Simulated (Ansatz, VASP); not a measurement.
**V: VASP beside Ansatz**

File INCAR:

```
SYSTEM = V
PREC = Accurate ; ENCUT = 520
EDIFF = 1E-7 ; ISMEAR = 0
SIGMA = 0.024 ; LREAL = .False.
LASPH = .True. ; NELM = 150
ALGO = Fast ; ISIF = 2
LWAVE = .False. ; LCHARG = .True.
ISPIN = 2 ; MAGMOM = 2
LORBIT = 11 ; LMAXMIX = 4
GGA = PE ; LELF = .True.
LVHAR = .True. ; NBANDS = 16
```

The input KPOINTS:

```
Automatic mesh
0
Gamma
  12 12 12
  0 0 0
```

The input POSCAR:

```
V
1.0
   -1.5143500000      1.5143500000      1.5143500000
    1.5143500000     -1.5143500000      1.5143500000
    1.5143500000      1.5143500000     -1.5143500000
V
1
Direct
    0.0000000000      0.0000000000      0.0000000000
```

Contents of input.yaml:

```yaml
crystal:
  lattice:
    - [-1.51435, 1.51435, 1.51435]
    - [1.51435, -1.51435, 1.51435]
    - [1.51435, 1.51435, -1.51435]
  atoms:
    - { symbol: V, position: [0.0, 0.0, 0.0], spin: 2.0 }
kpoints:
  mp_grid: { grid: [12, 12, 12] }
scf:
  occupations: { method: gaussian, width: 0.024 }
hamiltonian:
  xc: pbe
  pseudopotentials: { kind: all_electron, lapw: { basis_error: 0.001 } }
magnetization:
  spin_polarized: true
output:
  forces: true
  stress: true
  eigenvalues: true
```

Alike in both runs: task single point; functional PBE; k mesh 12 × 12 × 12; occupations gaussian, width 0.024 eV; collinear spin.

```csv
,VASP,Ansatz
version,VASP 6.6.1,Ansatz 0.2.0
potentials or method,"VASP PAW PBE potentials, release 64 (V_sv), cutoff 520 eV","all-electron LAPW, scalar-relativistic"
```

Ansatz gave:

* gap on the k mesh at the Fermi level (eV): none
* pressure (GPa): -5.3
* net moment per atom (μB): 0.12
* size of the moment on the site where the two differ most (μB): 0.11

Q: What did VASP give for the same quantities?

A: gap on the k mesh at the Fermi level (eV): none; pressure (GPa): -5.1; net moment per atom (μB): 0.13; size of the moment on the site where the two differ most (μB): 0.11.

Site moments also hang on the region over which each program counts them. A gap of «none» marks a metal or a gap that the smearing closes. Ansatz ran all-electron here, and VASP with PAW potentials.
